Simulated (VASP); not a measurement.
# CoO (I4/mmm) in VASP: a series of runs

CoO is run at these levels: PBE; tasks: single point.

All numbers are computed with VASP 6.6.1; they aren't measurements. Logs are shortened: lines on timing, memory, paths and dates and some standing lists are left out, and cuts for length are marked.

## Step 1: The cell of the first run

Symmetry: I4/mmm, No. 139, tetragonal system. The conventional cell has a = 3.016 Å, b = 3.016 Å, c = 4.214 Å, α = 90.00°, β = 90.00°, γ = 90.00°. Co (site symmetry 4/mmm) has 6 O at 2.11 to 2.13 Å within 2.8 Å. Within 2.8 Å of O (site symmetry 4/mmm) lie 6 Co at 2.11 to 2.13 Å.

## Step 2: Single point, PBE, collinear spin, zero start

INCAR reads:

```
PREC     = Accurate       # precision mode
ENCUT    = 520            # plane-wave cutoff, eV
EDIFF    = 1E-7           # SCF threshold, eV
ISMEAR   = -1             # smearing method
SIGMA    = 0.05           # smearing width, eV
LREAL    = F              # projectors in reciprocal space
LASPH    = T              # aspherical terms in the spheres
NELM     = 150            # most SCF steps
ALGO     = Normal         # electronic algorithm
ISIF     = 2              # what is computed and relaxed
LWAVE    = F              # write WAVECAR
LCHARG   = F              # write CHGCAR
ISPIN    = 2              # spin polarisation
MAGMOM   = 0 0            # initial moments
LORBIT   = 11             # projections on sites
NUPDOWN  = 0.0            # fixed moment
LMAXMIX  = 4              # l up to which the mixer works
GGA      = PE             # functional
NBANDS   = 18             # bands
```

KPOINTS reads:

```
Automatic mesh
0
Gamma
  10 10 10
```

POSCAR reads:

```
CoO
1.0
   -1.5080000000      1.5080000000      2.1072475377
    1.5080000000     -1.5080000000      2.1072475377
    1.5080000000      1.5080000000     -2.1072475377
Co O
1 1
Direct
    0.0000000000      0.0000000000      0.0000000000
    0.5000000000      0.5000000000      0.0000000000
```

Potentials or basis: VASP PAW PBE potentials, release 64 (Co, O).

On the command line:

```sh
cat potpaw_PBE.64/Co/POTCAR potpaw_PBE.64/O/POTCAR > POTCAR
mpirun -np 1 vasp_std > vasp.out
```

OUTCAR:

```text
PREC = Accurate
   ENCUT = 520
   EDIFF = 1E-7
   ISMEAR = -1
   LREAL = F
   LASPH = T
   NELM = 150
   ISIF = 2
   ISPIN = 2
   LORBIT = 11
   NUPDOWN = 0.0
   GGA = PE

 ion  position               nearest neighbor table
   1  0.000  0.000  0.000-   2 2.11   2 2.11   2 2.13   2 2.13   2 2.13   2 2.13
   2  0.500  0.500  0.000-   1 2.11   1 2.11   1 2.13   1 2.13   1 2.13   1 2.13

  LATTYP: Found a body centered tetragonal cell.
 ALAT       =     3.0160000000
 C/A-ratio  =     1.3973790038

  Lattice vectors:

 A1 = (  -1.5080000000,   1.5080000000,   2.1072475377)
 A2 = (   1.5080000000,  -1.5080000000,   2.1072475377)
 A3 = (   1.5080000000,   1.5080000000,  -2.1072475377)

Analysis of symmetry for initial positions (statically):
=====================================================================
 Subroutine PRICEL returns:
 Original cell was already a primitive cell.

 Routine SETGRP: Setting up the symmetry group for a
 body centered tetragonal supercell.

 Subroutine GETGRP returns: Found 16 space group operations
 (whereof 16 operations were pure point group operations)
 out of a pool of 16 trial point group operations.

The static configuration has the point symmetry D_4h.

Analysis of symmetry for dynamics (positions and initial velocities):
=====================================================================
 Subroutine PRICEL returns:
 Original cell was already a primitive cell.

 Routine SETGRP: Setting up the symmetry group for a
 body centered tetragonal supercell.

 Subroutine GETGRP returns: Found 16 space group operations
 (whereof 16 operations were pure point group operations)
 out of a pool of 16 trial point group operations.

The dynamic configuration has the point symmetry D_4h.

Analysis of structural, dynamic, and magnetic symmetry:
=====================================================================
 Subroutine PRICEL returns:
 Original cell was already a primitive cell.

 Routine SETGRP: Setting up the symmetry group for a
 body centered tetragonal supercell.

 Subroutine GETGRP returns: Found 16 space group operations
 (whereof 16 operations were pure point group operations)
 out of a pool of 16 trial point group operations.

The overall configuration has the point symmetry D_4h.

 Subroutine INISYM returns: Found 16 space group operations
 (whereof 16 operations are pure point group operations),
[... 115 lines left out ...]
     AMIX     =   0.40;   BMIX     =  1.00
     AMIX_MAG =   1.60;   BMIX_MAG =  1.00
  volume/ion in A,a.u.               =       9.58        64.68
  Fermi-wavevector in a.u.,A,eV,Ry     =   1.508618  2.850874 30.965868  2.275927
  Thomas-Fermi vector in A             =   2.619048
   LORBIT       =     11    0 simple, 1 ext, 2 COOP (PROOUT), +10 PAW based schemes
   GGA     = PE    functional components
   LHFCALC =     F    Hartree Fock is set to
   AEXX    =    0.0000 exact exchange contribution
   IVDW    =     0    specifies the selected vdW correction
   LEPSILON=     F    determine dielectric tensor
   LRPA    =     F    only Hartree local field effects (RPA)
 spin polarized calculation
  energy-cutoff  :      520.00
  volume of cell :       19.17
 maximum number of plane-waves:       533
 NGX is ok and might be reduce to    24
   NGX = 11   NGY = 11   NGZ = 11

 number of electron      15.0000006 magnetization      -0.0000000

 number of electron      15.0000006 magnetization       0.0000000

 Free energy of the ion-electron system (eV)
  ---------------------------------------------------
  ext. energy  EPLUGINS =         0.00000000
  ---------------------------------------------------
  free energy    TOTEN  =       -12.60619966 eV

  energy without entropy =      -12.57730472  energy(sigma->0) =      -12.59175219

 E-fermi :   7.8405     XC(G=0): -12.4658

 val. band max:        7.8385992264   @ k =  -0.4000   0.4000   0.4000
 cond. band min:       7.8449234199   @ k =  -0.4000   0.4000   0.0000
 fundamental gap:      0.0063241935
 Fermi energy:         7.8404603163

 spin component 1

 k-point     1 :       0.0000    0.0000    0.0000
  band No.  band energies     occupation
      1     -12.5566      1.00000
      2       4.4594      1.00000
      3       4.4994      1.00000
      4       4.4994      1.00000
      5       6.4267      1.00000
      6       6.4267      1.00000
[... 493 lines left out ...]
     17      37.0985      0.00000
     18      38.7810      0.00000

 [... further k-points ...]

 spin component 2

 k-point     1 :       0.0000    0.0000    0.0000
  band No.  band energies     occupation
      1     -12.5566      1.00000
      2       4.4594      1.00000
      3       4.4994      1.00000
      4       4.4994      1.00000
      5       6.4267      1.00000
      6       6.4268      1.00000
[... 493 lines left out ...]
     17      37.0986      0.00000
     18      38.7809      0.00000

 [... further k-points ...]

------------------------ aborting loop because EDIFF is reached ----------------------------------------

  FORCE on cell =-STRESS in cart. coord.  units (eV):
  Direction    XX          YY          ZZ          XY          YZ          ZX
  --------------------------------------------------------------------------------------
  -------------------------------------------------------------------------------------
  Total       -2.1962981     -2.1962981     -2.1087058      0.0000000      0.0000000      0.0000000
  in kB     -183.5792702   -183.5792702   -176.2578013      0.0000000      0.0000000      0.0000000
  external PRESSURE =    -181.1387806 kB  Pullay stress =       0.0000000 kB

 VOLUME and BASIS-vectors are now :
 -----------------------------------------------------------------------------
  energy-cutoff  :      520.00
  volume of cell :       19.17
      direct lattice vectors                 reciprocal lattice vectors
    -1.508000000  1.508000000  2.107247538     0.000000000  0.331564987  0.237276348
     1.508000000 -1.508000000  2.107247538     0.331564987  0.000000000  0.237276348
     1.508000000  1.508000000 -2.107247538     0.331564987  0.331564987  0.000000000

 POSITION                                       TOTAL-FORCE (eV/Angst)
 -----------------------------------------------------------------------------------
      0.00000      0.00000      0.00000         0.000000      0.000000      0.000000
      0.00000      0.00000      2.10725        -0.000000     -0.000000      0.000000
 -----------------------------------------------------------------------------------
    total drift:                               -0.000000      0.000000     -0.000000

  FREE ENERGIE OF THE ION-ELECTRON SYSTEM (eV)
  ---------------------------------------------------
  free  energy   TOTEN  =       -12.6061996644 eV

  energy  without entropy=      -12.5773047173  energy(sigma->0) =      -12.59175219

 total charge

# of ion       s       p       d       tot
------------------------------------------
    1        0.274   0.327   7.321   7.922
    2        1.560   3.361   0.000   4.920
--------------------------------------------------
tot          1.834   3.687   7.321  12.842

 magnetization (x)

# of ion       s       p       d       tot
------------------------------------------
    1       -0.000  -0.000  -0.000  -0.000
    2       -0.000   0.000   0.000   0.000
--------------------------------------------------
tot         -0.000   0.000  -0.000  -0.000
```

Wall time 59 s (1 thread of Intel Xeon Platinum 8488C (Sapphire Rapids), shared host); peak memory 0.18 GiB.

What came out:

| Item | Value |
| --- | --- |
| Free energy | -12.6062 eV |
| Pressure | -18.1 GPa |
| Net moment | 0.00 μB per cell |
| Valence electrons inside the program's atomic spheres | Co 7.92; O 4.92 |

Stress tensor (GPa, compression positive):
```
-18.36   0.00   0.00
  0.00 -18.36   0.00
  0.00   0.00 -17.63
```

Caveat: the cell stands under tension; the total moment is fixed, so each spin has its own Fermi level.

## Step 3: Single point, PBE, collinear spin, ferromagnetic start

INCAR reads:

```
SYSTEM = CoO
PREC     = Accurate       ! precision mode
ENCUT    = 520            ! plane-wave cutoff, eV
EDIFF    = 1E-6           ! SCF threshold, eV
ISMEAR   = -1             ! smearing method
SIGMA    = 0.05           ! smearing width, eV
LREAL    = .False.        ! projectors in reciprocal space
LASPH    = .True.         ! aspherical terms in the spheres
NELM     = 150            ! most SCF steps
ALGO     = Normal         ! electronic algorithm
ISIF     = 2              ! what is computed and relaxed
LWAVE    = .False.        ! write WAVECAR
LCHARG   = .True.         ! write CHGCAR
ISPIN    = 2              ! spin polarisation
MAGMOM   = 0.5 0          ! initial moments
LORBIT   = 11             ! projections on sites
NUPDOWN  = 0.5            ! fixed moment
LMAXMIX  = 4              ! l up to which the mixer works
GGA      = PE             ! functional
LELF     = .True.         ! ELF
LVHAR    = .True.       
NBANDS   = 18             ! bands
```

KPOINTS reads:

```
regular mesh
0
Gamma
  10 10 10
  0 0 0
```

POSCAR is that of step 2.

Potentials or basis: VASP PAW PBE potentials, release 64 (Co, O).

On the command line:

```sh
cat potpaw_PBE.64/Co/POTCAR potpaw_PBE.64/O/POTCAR > POTCAR
mpirun -np 1 vasp_std > vasp.out
```

Run time: 58 s. Hardware: 1 thread of Intel Xeon Platinum 8488C (Sapphire Rapids), shared host; peak memory 0.18 GiB.

The run converged. Its results:

```
Free energy                                           : -12.6614 eV
Pressure                                              : -17.1 GPa
Net moment                                            : 0.50 μB per cell
Site moments                                          : Co +0.52; O -0.03 μB
Valence electrons inside the program's atomic spheres : Co 7.92; O 4.92
```

Stress tensor (GPa, compression positive):
```
-17.38   0.00   0.00
  0.00 -17.38   0.00
  0.00   0.00 -16.66
```

Caveat: the cell stands under tension; the total moment is fixed, so each spin has its own Fermi level and the state may be an excited one; a cell with one magnetic atom can't hold antiferromagnetic order, which such compounds often take.
